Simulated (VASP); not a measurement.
# Cs (Cmce) in VASP: single point with PBEsol

Aim: the single point of Cs with PBEsol.

All numbers are computed with VASP 6.6.1; they aren't measurements. Logs are shortened: lines on timing, memory, paths and dates and some standing lists are left out, and cuts for length are marked.

### 1 The cell of the first run

The structure is orthorhombic, space group Cmce (No. 64). Conventional cell: a = 8.750 Å, b = 18.456 Å, c = 5.563 Å, α = 90.00°, β = 90.00°, γ = 90.00°.

### 2 Single point, PBEsol

INCAR reads:

```
  PREC = Accurate
  ENCUT = 520
  EDIFF = 1E-6
  ISMEAR = 0
  SIGMA = 0.1
  LREAL = False
  LASPH = True
  NELM = 80
  ALGO = Fast
  ISIF = 2
  LWAVE = False
  LCHARG = False
  GGA = PS
  NBANDS = 26
```

KPOINTS reads:

```
regular mesh
0
Gamma
  6 6 6
```

POSCAR reads:

```
Cs
1.0
    4.3751929570     -9.2282201091      0.0000000000
    4.3751929570      9.2282201091      0.0000000000
    0.0000000000      0.0000000000      5.5628402014
Cs
4
Direct
    0.1318694993      0.8681305007      0.0017258897
    0.6318694993      0.3681305007      0.4982741103
    0.8681305007      0.1318694993      0.9982741103
    0.3681305007      0.6318694993      0.5017258897
```

Potentials or basis: VASP PAW PBE potentials, release 64 (Cs_sv).

Command:

```console
$ cat potpaw_PBE.64/Cs_sv/POTCAR > POTCAR
$ mpirun -np 1 vasp_std > vasp.out
```

OUTCAR:

```text
PREC = Accurate
   ENCUT = 520
   EDIFF = 1E-6
   ISMEAR = 0
   LREAL = False
   LASPH = True
   NELM = 80
   ISIF = 2
   GGA = PS

 ion  position               nearest neighbor table
   1  0.132  0.868  0.002-
   2  0.632  0.368  0.498-
   3  0.868  0.132  0.998-
   4  0.368  0.632  0.502-

  LATTYP: Found a base centered orthorhombic cell.
 ALAT       =     8.7503859140
 B/A-ratio  =     2.1092144278
 C/A-ratio  =     0.6357251276

  Lattice vectors:

 A1 = (   4.3751929570,  -9.2282201091,   0.0000000000)
 A2 = (   4.3751929570,   9.2282201091,   0.0000000000)
 A3 = (   0.0000000000,   0.0000000000,   5.5628402014)

Analysis of symmetry for initial positions (statically):
=====================================================================
 Subroutine PRICEL returns:
 Original cell was already a primitive cell.

 Routine SETGRP: Setting up the symmetry group for a
 base centered orthorhombic supercell.

 Subroutine GETGRP returns: Found  8 space group operations
 (whereof  4 operations were pure point group operations)
 out of a pool of  8 trial point group operations.

The static configuration has the point symmetry C_2h.
 The point group associated with its full space group is D_2h.

Analysis of symmetry for dynamics (positions and initial velocities):
=====================================================================
 Subroutine PRICEL returns:
 Original cell was already a primitive cell.

 Routine SETGRP: Setting up the symmetry group for a
 base centered orthorhombic supercell.

 Subroutine GETGRP returns: Found  8 space group operations
 (whereof  4 operations were pure point group operations)
 out of a pool of  8 trial point group operations.

The dynamic configuration has the point symmetry C_2h.
 The point group associated with its full space group is D_2h.

 Subroutine INISYM returns: Found  8 space group operations
 (whereof  4 operations are pure point group operations),
 and found     1 'primitive' translations

----------------------------------------------------------------------------------------

                                     Primitive cell

  volume of cell :     449.2021

  direct lattice vectors                    reciprocal lattice vectors
     4.375192957 -9.228220109  0.000000000     0.114280674 -0.054181629  0.000000000
     4.375192957  9.228220109  0.000000000     0.114280674  0.054181629  0.000000000
     0.000000000  0.000000000  5.562840201     0.000000000  0.000000000  0.179764287

  length of vectors
    10.212852677 10.212852677  5.562840201     0.126474193  0.126474193  0.179764287

  position of ions in fractional coordinates (direct lattice)
     0.131869499  0.868130501  0.001725890
     0.631869499  0.368130501  0.498274110
     0.868130501  0.131869499  0.998274110
     0.368130501  0.631869499  0.501725890

  ion indices of the primitive-cell ions
   primitive index   ion index
                 1           1
                 2           2
                 3           3
                 4           4

----------------------------------------------------------------------------------------

 KPOINTS: regular mesh

Automatic generation of k-mesh.
 Grid dimensions read from file:
 generate k-points for:    6    6    6

 Generating k-lattice:

  Cartesian coordinates                     Fractional coordinates (reciprocal lattice)
     0.019046779 -0.009030272  0.000000000     0.166666667  0.000000000  0.000000000
     0.019046779  0.009030272  0.000000000     0.000000000  0.166666667  0.000000000
     0.000000000  0.000000000  0.029960714     0.000000000  0.000000000  0.166666667

  Length of vectors
     0.021079032  0.021079032  0.029960714

  Shift w.r.t. Gamma in fractional coordinates (k-lattice)
     0.000000000  0.000000000  0.000000000

 Subroutine IBZKPT returns following result:
 ===========================================

 Found     52 irreducible k-points:

 Following reciprocal coordinates:
            Coordinates               Weight
  0.000000  0.000000  0.000000      1.000000
  0.166667  0.000000  0.000000      4.000000
  0.333333  0.000000  0.000000      4.000000
  0.500000  0.000000  0.000000      2.000000
  0.166667  0.166667  0.000000      2.000000
  0.333333  0.166667  0.000000      4.000000
[... 16 lines left out ...]
  0.333333  0.333333  0.166667      4.000000
  0.500000  0.333333  0.166667      8.000000
 [... further k-points ...]
   k-points           NKPTS =     52   k-points in BZ     NKDIM =     52   number of bands    NBANDS=     26
   number of dos      NEDOS =    301   number of ions     NIONS =      4
   total plane-waves  NPLWV = 268800
   dimension x,y,z NGX =    80 NGY =   80 NGZ =   42
   dimension x,y,z NGXF=   160 NGYF=  160 NGZF=   84
   ions per type =               4
   NGX,Y,Z   is equivalent  to a cutoff of  13.02, 13.02, 12.55 a.u.
   NGXF,Y,Z  is equivalent  to a cutoff of  26.04, 26.04, 25.10 a.u.
 SYSTEM =  unknown system
   PREC   = accura    normal or accurate (medium, high low for compatibility)
   ISTART =      0    job   : 0-new  1-cont  2-samecut
   ICHARG =      2    charge: 1-file 2-atom 10-const
   ISPIN  =      1    spin polarized calculation?
   LNONCOLLINEAR =      F non collinear calculations
   LSORBIT =      F    spin-orbit coupling
   LASPH  =      T    aspherical Exc in radial PAW
   ENCUT  =  520.0 eV  38.22 Ry    6.18 a.u.  18.99 18.99 10.34*2*pi/ulx,y,z
   NELM   =     80;   NELMIN=  2; NELMDL= -5     # of ELM steps
   EDIFF  = 0.1E-05   stopping-criterion for ELM
   LREAL  =      F    real-space projection
   EDIFFG = 0.1E-04   stopping-criterion for IOM
   NSW    =      0    number of steps for IOM
   IBRION =     -1    ionic relax: 0-MD 1-quasi-New 2-CG
   NFREE  =      0    steps in history (QN), initial steepest desc. (CG)
   ISIF   =      2    stress and relaxation
   ISYM   =      2    0-nonsym 1-usesym 2-fastsym
   POTIM  = 0.5000    time-step for ionic-motion
   TEBEG  =    0.0;   TEEND  =   0.0 temperature during run
   PSTRESS=    0.0 pullay stress
   NELECT =      36.0000    total number of electrons
   NUPDOWN=      -1.0000    fix difference up-down
   EMIN   =  10.00;   EMAX   =-10.00  energy-range for DOS
   EFERMI =   0.00;   METHOD = LEGACY
   ISMEAR =     0;   SIGMA  =   0.10  broadening in eV -4-tet -1-fermi 0-gaus
   EFERMI_NEDOS =   21; number of points for ismear=-14 and -15
   IALGO  =     68    algorithm
   IMIX   =      4    mixing-type and parameters
     AMIX     =   0.40;   BMIX     =  1.00
     AMIX_MAG =   1.60;   BMIX_MAG =  1.00
  volume/ion in A,a.u.               =     112.30       757.84
  Fermi-wavevector in a.u.,A,eV,Ry     =   0.705822  1.333810  6.778211  0.498184
  Thomas-Fermi vector in A             =   1.791437
   LORBIT       =      0    0 simple, 1 ext, 2 COOP (PROOUT), +10 PAW based schemes
   GGA     = PS    functional components
   LHFCALC =     F    Hartree Fock is set to
   AEXX    =    0.0000 exact exchange contribution
   IVDW    =     0    specifies the selected vdW correction
   LEPSILON=     F    determine dielectric tensor
   LRPA    =     F    only Hartree local field effects (RPA)
 non-spin polarized calculation
 RMM-DIIS sequential band-by-band and
 Gauss-broadening in eV      SIGMA  =   0.10
  energy-cutoff  :      520.00
  volume of cell :      449.20
 maximum number of plane-waves:     12156
 NGX is ok and might be reduce to    80
   NGX = 37   NGY = 37   NGZ = 21

 number of electron      36.0000000 magnetization

 Free energy of the ion-electron system (eV)
  ---------------------------------------------------
  ext. energy  EPLUGINS =         0.00000000
  ---------------------------------------------------
  free energy    TOTEN  =        -3.65432910 eV

  energy without entropy =       -3.62402419  energy(sigma->0) =       -3.63917664

 E-fermi :   0.4366     XC(G=0):  -5.5325

 val. band max:        0.4362348615   @ k =   0.5000   0.1667   0.5000
 cond. band min:       0.4402677191   @ k =   0.5000   0.1667   0.3333
 fundamental gap:      0.0040328576
 Fermi energy:         0.4365626459

 k-point     1 :       0.0000    0.0000    0.0000
  band No.  band energies     occupation
      1     -23.4348      2.00000
      2     -23.4254      2.00000
      3     -23.4222      2.00000
      4     -23.4214      2.00000
      5     -10.3338      2.00000
      6     -10.2986      2.00000
[... 18 lines left out ...]
     25       2.3029      0.00000
     26       2.5230      0.00000

 k-point     2 :       0.1667    0.0000    0.0000
  band No.  band energies     occupation
      1     -23.4340      2.00000
      2     -23.4250      2.00000
      3     -23.4235      2.00000
      4     -23.4212      2.00000
      5     -10.3282      2.00000
      6     -10.2901      2.00000
[... 18 lines left out ...]
     25       2.3226      0.00000
     26       2.5774      0.00000

 k-point     3 :       0.3333    0.0000    0.0000
  band No.  band energies     occupation
      1     -23.4320      2.00000
      2     -23.4261      2.00000
      3     -23.4240      2.00000
      4     -23.4216      2.00000
      5     -10.3125      2.00000
      6     -10.2667      2.00000
[... 18 lines left out ...]
     25       2.5106      0.00000
     26       2.5548      0.00000

 k-point     4 :       0.5000    0.0000    0.0000
  band No.  band energies     occupation
      1     -23.4291      2.00000
      2     -23.4291      2.00000
      3     -23.4227      2.00000
      4     -23.4227      2.00000
      5     -10.2899      2.00000
      6     -10.2899      2.00000
[... 18 lines left out ...]
     25       2.4368      0.00000
     26       2.4638      0.00000
[... 496 lines left out ...]
      1     -23.4330      2.00000
      2     -23.4253      2.00000
      3     -23.4241      2.00000
      4     -23.4198      2.00000
      5     -10.3146      2.00000
      6     -10.2918      2.00000
[... 18 lines left out ...]
     25       2.3078      0.00000
     26       2.3577      0.00000

 k-point    23 :       0.3333    0.3333    0.1667
  band No.  band energies     occupation
      1     -23.4279      2.00000
      2     -23.4278      2.00000
      3     -23.4269      2.00000
      4     -23.4196      2.00000
      5     -10.3036      2.00000
      6     -10.2702      2.00000
[... 18 lines left out ...]
     25       2.1115      0.00000
     26       2.3856      0.00000

 k-point    24 :       0.5000    0.3333    0.1667
  band No.  band energies     occupation
      1     -23.4299      2.00000
      2     -23.4274      2.00000
      3     -23.4264      2.00000
      4     -23.4185      2.00000
      5     -10.2974      2.00000
      6     -10.2884      2.00000
[... 18 lines left out ...]
     25       2.1795      0.00000
     26       2.3617      0.00000

 [... further k-points ...]

------------------------ aborting loop because EDIFF is reached ----------------------------------------

  FORCE on cell =-STRESS in cart. coord.  units (eV):
  Direction    XX          YY          ZZ          XY          YZ          ZX
  --------------------------------------------------------------------------------------
  -------------------------------------------------------------------------------------
  Total       -0.0266999     -0.0243706     -0.0336243      0.0000000      0.0000000      0.0000000
  in kB       -0.0952312     -0.0869232     -0.1199283      0.0000000      0.0000000      0.0000000
  external PRESSURE =      -0.1006942 kB  Pullay stress =       0.0000000 kB

 VOLUME and BASIS-vectors are now :
 -----------------------------------------------------------------------------
  energy-cutoff  :      520.00
  volume of cell :      449.20
      direct lattice vectors                 reciprocal lattice vectors
     4.375192957 -9.228220109  0.000000000     0.114280674 -0.054181629  0.000000000
     4.375192957  9.228220109  0.000000000     0.114280674  0.054181629  0.000000000
     0.000000000  0.000000000  5.562840201     0.000000000  0.000000000  0.179764287

 POSITION                                       TOTAL-FORCE (eV/Angst)
 -----------------------------------------------------------------------------------
      4.37519      6.79438      0.00960         0.000000      0.001162     -0.001392
      4.37519     -2.43384      2.77182         0.000000      0.001162      0.001392
      4.37519     -6.79438      5.55324         0.000000     -0.001162      0.001392
      4.37519      2.43384      2.79102         0.000000     -0.001162     -0.001392
 -----------------------------------------------------------------------------------
    total drift:                                0.000000     -0.000000      0.000000

  FREE ENERGIE OF THE ION-ELECTRON SYSTEM (eV)
  ---------------------------------------------------
  free  energy   TOTEN  =        -3.6543290979 eV

  energy  without entropy=       -3.6240241917  energy(sigma->0) =       -3.63917664
```

Wall time 11 min (1 thread of Intel Xeon Platinum 8559C (Emerald Rapids), shared host); peak memory 0.83 GiB.

What came out:

| Item | Value |
| --- | --- |
| Free energy | -3.6543 eV |
| Pressure | 0.0 GPa |
| Band gap on the k mesh | zero (bands 18 and 19 overlap by 1.16 eV) |

Caveat: the PAW data sets were made with another functional, which shifts forces and pressure a little; spin-orbit coupling is left out, which moves the levels of the heavy elements.
